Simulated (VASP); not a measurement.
# F (C2/m) in VASP: dielectric tensor with r2SCAN

Aim: the dielectric tensor of F with r2SCAN.

Program: VASP 6.6.1. These are calculated values, not measurements. Logs are shortened: lines on timing, memory, paths and dates and some standing lists are left out, and cuts for length are marked.

## (1) The cell of the first run

Symmetry: C2/m, No. 12, monoclinic system. The conventional cell has a = 5.199 Å, b = 2.984 Å, c = 7.096 Å, α = 90.00°, β = 107.09°, γ = 90.00°. F (site symmetry m) has 1 F at 1.40 Å within 1.9 Å. Within 1.9 Å of F (site symmetry m) lie 1 F at 1.40 Å.

## (2) Dielectric tensor, r2SCAN

The input, INCAR:

```
PREC = Accurate
ENCUT = 520
EDIFF = 1E-8
ISMEAR = 0
SIGMA = 0.01
LREAL = F
LASPH = T
NELM = 80
ALGO = Normal
ISIF = 2
LWAVE = F
LCHARG = F
METAGGA = R2SCAN
LMIXTAU = T
LCALCEPS = T
KPAR = 4
```

The input, KPOINTS:

```
Automatic mesh
0
Gamma
  8 8 4
```

The input, POSCAR:

```
F
1.0
    2.5993453343     -1.4920843443     -0.0047001905
    2.5993453343      1.4920843443     -0.0047001905
   -2.0734874216      0.0000000000      6.7858936332
F
4
Direct
    0.5055235754      0.5055235754      0.4026590873
    0.0849737859      0.0849737859      0.0970422311
    0.4944764246      0.4944764246      0.5973409127
    0.9150262141      0.9150262141      0.9029577689
```

Potentials or basis: VASP PAW PBE potentials, release 64 (F).

Command:

```
> cat potpaw_PBE.64/F/POTCAR > POTCAR
> mpirun -np 4 vasp_std > vasp.out
```

OUTCAR:

```text
PREC = Accurate
   ENCUT = 520
   EDIFF = 1E-8
   ISMEAR = 0
   LREAL = F
   LASPH = T
   NELM = 80
   ISIF = 2
   METAGGA = R2SCAN

 ion  position               nearest neighbor table
   1  0.506  0.506  0.403-   3 1.40
   2  0.085  0.085  0.097-   4 1.40
   3  0.494  0.494  0.597-   1 1.40
   4  0.915  0.915  0.903-   2 1.40

  LATTYP: Found a base centered monoclinic cell.
 ALAT       =     5.1986991676
 B/A-ratio  =     0.5740221914
 C/A-ratio  =     1.3648821111
 COS(beta)  =    -0.2939499165

  Lattice vectors:

 A1 = (   2.5993453343,  -1.4920843443,  -0.0047001905)
 A2 = (   2.5993453343,   1.4920843443,  -0.0047001905)
 A3 = (  -2.0734874216,   0.0000000000,   6.7858936332)

Analysis of symmetry for initial positions (statically):
=====================================================================
 Subroutine PRICEL returns:
 Original cell was already a primitive cell.

 Routine SETGRP: Setting up the symmetry group for a
 base centered monoclinic supercell.

 Subroutine GETGRP returns: Found  4 space group operations
 (whereof  4 operations were pure point group operations)
 out of a pool of  4 trial point group operations.

The static configuration has the point symmetry C_2h.

Analysis of symmetry for dynamics (positions and initial velocities):
=====================================================================
 Subroutine PRICEL returns:
 Original cell was already a primitive cell.

 Routine SETGRP: Setting up the symmetry group for a
 base centered monoclinic supercell.

 Subroutine GETGRP returns: Found  4 space group operations
 (whereof  4 operations were pure point group operations)
 out of a pool of  4 trial point group operations.

The dynamic configuration has the point symmetry C_2h.

 Subroutine INISYM returns: Found  4 space group operations
 (whereof  4 operations are pure point group operations),
 and found     1 'primitive' translations

----------------------------------------------------------------------------------------

                                     Primitive cell

  volume of cell :      52.6083

  direct lattice vectors                    reciprocal lattice vectors
     2.599345334 -1.492084344 -0.004700190     0.192462465 -0.335101700  0.058808541
     2.599345334  1.492084344 -0.004700190     0.192462465  0.335101700  0.058808541
    -2.073487422  0.000000000  6.785893633     0.000266615  0.000000000  0.147445993

  length of vectors
     2.997154309  2.997154309  7.095611495     0.390887956  0.390887956  0.147446234

  position of ions in fractional coordinates (direct lattice)
     0.505523575  0.505523575  0.402659087
     0.084973786  0.084973786  0.097042231
     0.494476425  0.494476425  0.597340913
     0.915026214  0.915026214  0.902957769

  ion indices of the primitive-cell ions
   primitive index   ion index
                 1           1
                 2           2
                 3           3
                 4           4

----------------------------------------------------------------------------------------

 KPOINTS: Automatic mesh

Automatic generation of k-mesh.
 Grid dimensions read from file:
 generate k-points for:    8    8    4

 Generating k-lattice:

  Cartesian coordinates                     Fractional coordinates (reciprocal lattice)
     0.024057808 -0.041887712  0.007351068     0.125000000  0.000000000 -0.000000000
     0.024057808  0.041887712  0.007351068     0.000000000  0.125000000 -0.000000000
     0.000066654  0.000000000  0.036861498     0.000000000  0.000000000  0.250000000

[... 40 lines left out ...]
   total plane-waves  NPLWV =  31104
   dimension x,y,z NGX =    24 NGY =   24 NGZ =   54
   dimension x,y,z NGXF=    48 NGYF=   48 NGZF=  108
   ions per type =               4
   NGX,Y,Z   is equivalent  to a cutoff of  13.31, 13.31, 12.65 a.u.
   NGXF,Y,Z  is equivalent  to a cutoff of  26.62, 26.62, 25.30 a.u.
 SYSTEM =  unknown system
   PREC   = accura    normal or accurate (medium, high low for compatibility)
   ISTART =      0    job   : 0-new  1-cont  2-samecut
   ICHARG =      2    charge: 1-file 2-atom 10-const
   ISPIN  =      1    spin polarized calculation?
   LNONCOLLINEAR =      F non collinear calculations
   LSORBIT =      F    spin-orbit coupling
   LASPH  =      T    aspherical Exc in radial PAW
   ENCUT  =  520.0 eV  38.22 Ry    6.18 a.u.   5.57  5.57 13.19*2*pi/ulx,y,z
   NELM   =     80;   NELMIN=  2; NELMDL= -5     # of ELM steps
   EDIFF  = 0.1E-07   stopping-criterion for ELM
   LREAL  =      F    real-space projection
   EDIFFG = 0.1E-06   stopping-criterion for IOM
   NSW    =      0    number of steps for IOM
   IBRION =     -1    ionic relax: 0-MD 1-quasi-New 2-CG
   NFREE  =      0    steps in history (QN), initial steepest desc. (CG)
   ISIF   =      2    stress and relaxation
   ISYM   =      2    0-nonsym 1-usesym 2-fastsym
   POTIM  = 0.5000    time-step for ionic-motion
   TEBEG  =    0.0;   TEEND  =   0.0 temperature during run
   PSTRESS=    0.0 pullay stress
   NELECT =      28.0000    total number of electrons
   NUPDOWN=      -1.0000    fix difference up-down
   EMIN   =  10.00;   EMAX   =-10.00  energy-range for DOS
   EFERMI =   0.00;   METHOD = LEGACY
   ISMEAR =     0;   SIGMA  =   0.01  broadening in eV -4-tet -1-fermi 0-gaus
   EFERMI_NEDOS =   21; number of points for ismear=-14 and -15
   IALGO  =     38    algorithm
   IMIX   =      4    mixing-type and parameters
     AMIX     =   0.40;   BMIX     =  1.00
     AMIX_MAG =   1.60;   BMIX_MAG =  1.00
  volume/ion in A,a.u.               =      13.15        88.75
  Fermi-wavevector in a.u.,A,eV,Ry     =   1.326710  2.507119 23.948428  1.760160
  Thomas-Fermi vector in A             =   2.456077
   LORBIT       =      0    0 simple, 1 ext, 2 COOP (PROOUT), +10 PAW based schemes
   METAGGA = R2SCAN    functional components
   LHFCALC =     F    Hartree Fock is set to
   AEXX    =    0.0000 exact exchange contribution
   IVDW    =     0    specifies the selected vdW correction
   LEPSILON=     F    determine dielectric tensor
   LRPA    =     F    only Hartree local field effects (RPA)
   LRPA       =     F
 non-spin polarized calculation
 Gauss-broadening in eV      SIGMA  =   0.01
  energy-cutoff  :      520.00
  volume of cell :       52.61
 maximum number of plane-waves:      1444
 NGX is ok and might be reduce to    24
   NGX = 11   NGY = 11   NGZ = 27

 Total electronic dipole moment: p[elc]=(     3.12520    -0.00000     6.77649 ) |e| Angst

 number of electron      28.0000000 magnetization

 Free energy of the ion-electron system (eV)
  ---------------------------------------------------
  ext. energy  EPLUGINS =         0.00000000
  ---------------------------------------------------
  free energy    TOTEN  =       -12.51434304 eV

  energy without entropy =      -12.51434304  energy(sigma->0) =      -12.51434304

 E-fermi :  -4.6351     XC(G=0):  -8.9261

 val. band max:       -4.7215501150   @ k =   0.5000   0.5000   0.0000
 cond. band min:   10000.0000000000   @ k =   0.0000   0.0000   0.0000
 fundamental gap:  10004.7215501150
 Fermi energy:        -4.6351432010

 k-point     1 :       0.0000    0.0000    0.0000
  band No.  band energies     occupation
      1     -31.3083      2.00000
      2     -31.1258      2.00000
      3     -24.7083      2.00000
      4     -24.2003      2.00000
      5     -11.6519      2.00000
      6     -10.4836      2.00000
[... 481 lines left out ...]
      5     -11.2333      2.00000
      6     -10.8826      2.00000
[... 10 lines left out ...]
     17   10000.0000      0.00000
     18   10000.0000      0.00000

 [... further k-points ...]

------------------------ aborting loop because EDIFF is reached ----------------------------------------

            Ionic dipole moment: p[ion]=(     0.00000     0.00000     0.00000 ) |e| Angst

 Total electronic dipole moment: p[elc]=(     3.12533     0.00000     6.78032 ) |e| Angst

 MACROSCOPIC STATIC DIELECTRIC TENSOR (including local field effects)
 ------------------------------------------------------
           1.645532     0.000000     0.042269
           0.000000     1.563990     0.000000
           0.039981     0.000000     2.317153
 ------------------------------------------------------

 PIEZOELECTRIC TENSOR (including local field effects) (e Angst)
          XX          YY          ZZ          XY          YZ          ZX
  --------------------------------------------------------------------------------
  x     0.00000     0.00000     0.00000     0.00000     0.00000     0.00000
  y     0.00000     0.00000     0.00000     0.00000     0.00000     0.00000
  z     0.00000     0.00000     0.00000     0.00000     0.00000     0.00000

 PIEZOELECTRIC TENSOR (including local field effects) (C/m^2)
          XX          YY          ZZ          XY          YZ          ZX
  --------------------------------------------------------------------------------
  x     0.00000     0.00000     0.00000     0.00000     0.00000     0.00000
  y     0.00000     0.00000     0.00000     0.00000     0.00000     0.00000
  z     0.00000     0.00000     0.00000     0.00000     0.00000     0.00000

 BORN EFFECTIVE CHARGES (including local field effects) (in |e|, cummulative output)
 ---------------------------------------------------------------------------------
 ion    1
    1    -0.01191     0.00000    -0.02929
    2     0.00000     0.01526     0.00000
    3    -0.04260     0.00000    -0.01572
 ion    2
    1     0.01191     0.00000     0.02929
    2     0.00000    -0.01526     0.00000
    3     0.04260     0.00000     0.01572
 ion    3
    1    -0.01191     0.00000    -0.02929
    2     0.00000     0.01526     0.00000
    3    -0.04260     0.00000    -0.01572
 ion    4
    1     0.01191     0.00000     0.02929
    2     0.00000    -0.01526     0.00000
    3     0.04260     0.00000     0.01572

  FORCE on cell =-STRESS in cart. coord.  units (eV):
  Direction    XX          YY          ZZ          XY          YZ          ZX
  --------------------------------------------------------------------------------------
  -------------------------------------------------------------------------------------
  Total        0.2057422      0.0349481      1.3656268      0.0000000      0.0000000      0.0044944
  in kB        6.2658434      1.0643388     41.5899335      0.0000000      0.0000000      0.1368757
  external PRESSURE =      16.3067053 kB  Pullay stress =       0.0000000 kB

 VOLUME and BASIS-vectors are now :
 -----------------------------------------------------------------------------
  energy-cutoff  :      520.00
  volume of cell :       52.61
      direct lattice vectors                 reciprocal lattice vectors
     2.599345334 -1.492084344 -0.004700190     0.192462465 -0.335101700  0.058808541
     2.599345334  1.492084344 -0.004700190     0.192462465  0.335101700  0.058808541
    -2.073487422  0.000000000  6.785893633     0.000266615  0.000000000  0.147445993

 POSITION                                       TOTAL-FORCE (eV/Angst)
 -----------------------------------------------------------------------------------
      1.79315      0.00000      2.72765         0.179465      0.000000     -0.521302
      0.24054      0.00000      0.65772         0.187659      0.000000      0.514408
      1.33205      0.00000      4.04884        -0.179465      0.000000      0.521302
      2.88467      0.00000      6.11877        -0.187659      0.000000     -0.514408
 -----------------------------------------------------------------------------------
    total drift:                               -0.000000     -0.000000      0.000000

  FREE ENERGIE OF THE ION-ELECTRON SYSTEM (eV)
  ---------------------------------------------------
  free  energy   TOTEN  =       -12.5143430386 eV

  energy  without entropy=      -12.5143430386  energy(sigma->0) =      -12.51434304
```

Wall time 18 min (4 MPI ranks of Intel Xeon Platinum 8259CL at 2.50GHz (Skylake/Cascade Lake), shared host); peak memory 0.42 GiB.

Results:

```
Band gap on the k mesh                  : 3.44 eV (least direct gap 3.50 eV)
Electronic dielectric tensor (diagonal) : 1.65, 1.56, 2.32
Born charges (mean of the diagonal)     : F -0.00, +0.00 (each value once) e
```

Levels at points of the mesh, in eV from the valence-band top:
```tsv
k point	band 10	band 11	band 12	band 13	band 14	band 15	band 16	band 17	band 18
(0.00, 0.00, 0.00)	-3.37	-0.42	-0.24	-0.19	-0.06	3.44	4.81	10.77	13.02
(0.50, 0.00, 0.00)	-3.64	-0.84	-0.81	-0.41	-0.35	4.26	4.32	15.86	16.00
(0.50, 0.50, 0.00)	-3.59	-0.78	-0.52	-0.40	0.00	4.14	4.28	15.65	16.41
(0.00, 0.00, 0.50)	-3.39	-0.37	-0.32	-0.14	-0.10	4.10	4.15	11.64	11.67
(0.50, 0.00, 0.50)	-3.55	-1.02	-0.63	-0.49	-0.18	4.00	4.53	16.04	16.18
(0.50, 0.50, 0.50)	-3.71	-0.79	-0.70	-0.21	-0.17	4.23	4.27	15.67	15.95
```

Electronic dielectric tensor:
```
1.65 0.00 0.04
0.00 1.56 0.00
0.04 0.00 2.32
```

Born effective charge tensors (e):
atom 1, F
```
-0.01  0.00 -0.03
 0.00  0.02  0.00
-0.04  0.00 -0.02
```
atom 2, F
```
 0.01  0.00  0.03
 0.00 -0.02  0.00
 0.04  0.00  0.02
```
atom 3, F
```
-0.01  0.00 -0.03
 0.00  0.02  0.00
-0.04  0.00 -0.02
```
atom 4, F
```
 0.01  0.00  0.03
 0.00 -0.02  0.00
 0.04  0.00  0.02
```

Dipole moments of the cell (e·Å, modulo the quantum): ionic 0.000, 0.000, 0.000; electronic 3.125, 0.000, 6.780

Caveat: the PAW data sets were made with another functional, which shifts forces and pressure a little. A k mesh can miss the band edges.

The gap in the log of VASP goes by the Fermi energy; the results here count the filled bands.